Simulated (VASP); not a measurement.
# SnTe (zincblende type) (F-43m) in VASP: single point with PBEsol

Aim: the single point of SnTe (zincblende type) with PBEsol.

All numbers are computed with VASP 6.6.1; they aren't measurements. Logs are shortened: lines on timing, memory, paths and dates and some standing lists are left out, and cuts for length are marked.

### Step 1. The cell of the first run

It takes space group F-43m (No. 216, cubic). Conventional cell: a = 7.075 Å, b = 7.075 Å, c = 7.075 Å, α = 90.00°, β = 90.00°, γ = 90.00°. Sn (site symmetry -43m) has 4 Te at 3.06 Å within 4.0 Å. Within 4.0 Å of Te (site symmetry -43m) lie 4 Sn at 3.06 Å.

### Step 2. Single point, PBEsol

Input file POSCAR:

```
SnTe
1.0
    0.0000000000      3.5374920829      3.5374920829
    3.5374920829      0.0000000000      3.5374920829
    3.5374920829      3.5374920829      0.0000000000
Sn Te
1 1
Direct
    0.0000000000      0.0000000000      0.0000000000
    0.2500000000      0.2500000000      0.2500000000
```

Input file INCAR.step1:

```
PREC = Accurate
ENCUT = 520
EDIFF = 1E-6
ISMEAR = -1
SIGMA = 0.1
LREAL = F
LASPH = T
NELM = 100
ALGO = Normal
ISIF = 2
LWAVE = F
LCHARG = T
GGA = PS
NBANDS = 17
```

Input file KPOINTS.step1:

```
Automatic mesh
0
Gamma
  12 12 12
```

Input file INCAR.step2:

```
PREC = Accurate
ENCUT = 520
EDIFF = 1E-6
ISMEAR = -5
SIGMA = 0.1
LREAL = F
LASPH = T
NELM = 100
ALGO = Normal
ISIF = 2
LWAVE = F
LCHARG = F
GGA = PS
LORBIT = 11
NBANDS = 17
NEDOS = 2001
ICHARG = 11
```

Input file KPOINTS.step2:

```
Automatic mesh
0
Gamma
  18 18 18
```

Potentials or basis: VASP PAW PBE potentials, release 64 (Sn_d, Te).

Started as:

```bash
$ cat potpaw_PBE.64/Sn_d/POTCAR potpaw_PBE.64/Te/POTCAR > POTCAR
$ cp INCAR.step1 INCAR
$ cp KPOINTS.step1 KPOINTS
$ mpirun -np 1 vasp_std > vasp.out
$ cp INCAR.step2 INCAR
$ cp KPOINTS.step2 KPOINTS
$ mpirun -np 1 vasp_std > vasp.out
```

OUTCAR:

```text
PREC = Accurate
   ENCUT = 520
   EDIFF = 1E-6
   ISMEAR = -5
   LREAL = F
   LASPH = T
   NELM = 100
   ISIF = 2
   GGA = PS
   LORBIT = 11
   ICHARG = 11

 ion  position               nearest neighbor table
   1  0.000  0.000  0.000-   2 3.06   2 3.06   2 3.06   2 3.06
   2  0.250  0.250  0.250-   1 3.06   1 3.06   1 3.06   1 3.06

  LATTYP: Found a face centered cubic cell.
 ALAT       =     7.0749841658

  Lattice vectors:

 A1 = (   0.0000000000,   3.5374920829,   3.5374920829)
 A2 = (   3.5374920829,   0.0000000000,   3.5374920829)
 A3 = (   3.5374920829,   3.5374920829,   0.0000000000)

Analysis of symmetry for initial positions (statically):
=====================================================================
 Subroutine PRICEL returns:
 Original cell was already a primitive cell.

 Routine SETGRP: Setting up the symmetry group for a
 face centered cubic supercell.

 Subroutine GETGRP returns: Found 24 space group operations
 (whereof 24 operations were pure point group operations)
 out of a pool of 48 trial point group operations.

The static configuration has the point symmetry T_d .

Analysis of symmetry for dynamics (positions and initial velocities):
=====================================================================
 Subroutine PRICEL returns:
 Original cell was already a primitive cell.

 Routine SETGRP: Setting up the symmetry group for a
 face centered cubic supercell.

 Subroutine GETGRP returns: Found 24 space group operations
 (whereof 24 operations were pure point group operations)
 out of a pool of 48 trial point group operations.

The dynamic configuration has the point symmetry T_d .

 Subroutine INISYM returns: Found 24 space group operations
 (whereof 24 operations are pure point group operations),
 and found     1 'primitive' translations

----------------------------------------------------------------------------------------

                                     Primitive cell

  volume of cell :      88.5353

  direct lattice vectors                    reciprocal lattice vectors
     0.000000000  3.537492083  3.537492083    -0.141343073  0.141343073  0.141343073
     3.537492083  0.000000000  3.537492083     0.141343073 -0.141343073  0.141343073
     3.537492083  3.537492083  0.000000000     0.141343073  0.141343073 -0.141343073

  length of vectors
     5.002769280  5.002769280  5.002769280     0.244813383  0.244813383  0.244813383

[... 87 lines left out ...]
   NFREE  =      0    steps in history (QN), initial steepest desc. (CG)
   ISIF   =      2    stress and relaxation
   ISYM   =      2    0-nonsym 1-usesym 2-fastsym
   POTIM  = 0.5000    time-step for ionic-motion
   TEBEG  =    0.0;   TEEND  =   0.0 temperature during run
   PSTRESS=    0.0 pullay stress
   NELECT =      20.0000    total number of electrons
   NUPDOWN=      -1.0000    fix difference up-down
   EMIN   =  10.00;   EMAX   =-10.00  energy-range for DOS
   EFERMI =   0.00;   METHOD = LEGACY
   ISMEAR =    -5;   SIGMA  =   0.10  broadening in eV -4-tet -1-fermi 0-gaus
   EFERMI_NEDOS =   21; number of points for ismear=-14 and -15
   IALGO  =     38    algorithm
   IMIX   =      4    mixing-type and parameters
     AMIX     =   0.40;   BMIX     =  1.00
     AMIX_MAG =   1.60;   BMIX_MAG =  1.00
  volume/ion in A,a.u.               =      44.27       298.73
  Fermi-wavevector in a.u.,A,eV,Ry     =   0.997040  1.884133 13.525405  0.994089
  Thomas-Fermi vector in A             =   2.129170
   LORBIT       =     11    0 simple, 1 ext, 2 COOP (PROOUT), +10 PAW based schemes
   GGA     = PS    functional components
   LHFCALC =     F    Hartree Fock is set to
   AEXX    =    0.0000 exact exchange contribution
   IVDW    =     0    specifies the selected vdW correction
   LEPSILON=     F    determine dielectric tensor
   LRPA    =     F    only Hartree local field effects (RPA)
 non-spin polarized calculation
 Fermi weights with tetrahedron method with Bloechl corrections
  energy-cutoff  :      520.00
  volume of cell :       88.54
 maximum number of plane-waves:      2421
 NGX is ok and might be reduce to    40

 number of electron      20.0000002 magnetization

 Free energy of the ion-electron system (eV)
  ---------------------------------------------------
  ext. energy  EPLUGINS =         0.00000000
  ---------------------------------------------------
  free energy    TOTEN  =        -7.62524062 eV

  energy without entropy =       -7.62524062  energy(sigma->0) =       -7.62524062

 E-fermi :   3.5965     XC(G=0):  -7.8919

 val. band max:        3.6242631728   @ k =  -0.2778   0.4444   0.2222
 cond. band min:       3.5860360667   @ k =   0.5000   0.4444   0.0000
 fundamental gap:     -0.0382271061
 Fermi energy:         3.5965032541

 k-point     1 :       0.0000    0.0000    0.0000
  band No.  band energies     occupation
      1     -18.1230      2.00000
      2     -18.1230      2.00000
      3     -18.1230      2.00000
      4     -18.1088      2.00000
      5     -18.1088      2.00000
      6      -8.3109      2.00000
[... 457 lines left out ...]
      4     -18.1088      2.00000
      5     -18.1086      2.00000
      6      -8.0440      2.00000
[... 9 lines left out ...]
     16       9.5558      0.00000
     17      10.7885      0.00000

 [... further k-points ...]

------------------------ aborting loop because EDIFF is reached ----------------------------------------

  FORCE on cell =-STRESS in cart. coord.  units (eV):
  Direction    XX          YY          ZZ          XY          YZ          ZX
  --------------------------------------------------------------------------------------
  -------------------------------------------------------------------------------------
  Total        0.1283160      0.1283160      0.1283160     -0.0000000     -0.0000000     -0.0000000
  in kB        2.3220681      2.3220681      2.3220681     -0.0000000     -0.0000000     -0.0000000
  external PRESSURE =       2.3220681 kB  Pullay stress =       0.0000000 kB

 VOLUME and BASIS-vectors are now :
 -----------------------------------------------------------------------------
  energy-cutoff  :      520.00
  volume of cell :       88.54
      direct lattice vectors                 reciprocal lattice vectors
     0.000000000  3.537492083  3.537492083    -0.141343073  0.141343073  0.141343073
     3.537492083  0.000000000  3.537492083     0.141343073 -0.141343073  0.141343073
     3.537492083  3.537492083  0.000000000     0.141343073  0.141343073 -0.141343073

 POSITION                                       TOTAL-FORCE (eV/Angst)
 -----------------------------------------------------------------------------------
      0.00000      0.00000      0.00000        -0.000000     -0.000000     -0.000000
      1.76875      1.76875      1.76875         0.000000      0.000000      0.000000
 -----------------------------------------------------------------------------------
    total drift:                               -0.000000     -0.000000     -0.000000

  FREE ENERGIE OF THE ION-ELECTRON SYSTEM (eV)
  ---------------------------------------------------
  free  energy   TOTEN  =        -7.6252406233 eV

  energy  without entropy=       -7.6252406233  energy(sigma->0) =       -7.62524062

 total charge

# of ion       s       p       d       tot
------------------------------------------
    1        1.392   0.729   9.965  12.086
    2        1.396   1.960   0.020   3.376
--------------------------------------------------
tot          2.788   2.689   9.985  15.462
```

OSZICAR.step1:

```text
N       E                     dE             d eps       ncg     rms          rms(c)
DAV:   1     0.122794320327E+03    0.12279E+03   -0.92599E+03  2465   0.119E+03
DAV:   2     0.453905073837E+01   -0.11826E+03   -0.11528E+03  2613   0.298E+02
DAV:   3    -0.737600707084E+01   -0.11915E+02   -0.11835E+02  3032   0.905E+01
DAV:   4    -0.774048811656E+01   -0.36448E+00   -0.36427E+00  2915   0.169E+01
DAV:   5    -0.775575344384E+01   -0.15265E-01   -0.15265E-01  3487   0.323E+00    0.528E+00
DAV:   6    -0.763914632285E+01    0.11661E+00   -0.27649E-01  3238   0.285E+00    0.348E+00
DAV:   7    -0.763285233223E+01    0.62940E-02   -0.66443E-02  2617   0.103E+00    0.105E+00
DAV:   8    -0.763240908771E+01    0.44324E-03   -0.83061E-03  2767   0.614E-01    0.234E-01
DAV:   9    -0.763276203196E+01   -0.35294E-03   -0.15812E-03  2580   0.254E-01    0.610E-02
DAV:  10    -0.763278655420E+01   -0.24522E-04   -0.20771E-04  2962   0.914E-02    0.356E-02
DAV:  11    -0.763287056491E+01   -0.84011E-04   -0.17993E-04  2495   0.686E-02    0.432E-02
DAV:  12    -0.763286965401E+01    0.91090E-06   -0.66522E-06  2863   0.159E-02
   1 F= -.76328697E+01 E0= -.76238889E+01  d E =-.179614E-01
```

Run time: 2.7 min. Hardware: 1 thread of Intel Xeon 6975P-C (Granite Rapids), shared host; peak memory 0.45 GiB.

What came out:

- Valence electrons inside the program's atomic spheres: Sn 12.09; Te 3.38

Caveat: the PAW data sets were made with another functional, which shifts forces and pressure a little; spin-orbit coupling is left out, which moves the levels of the heavy elements.
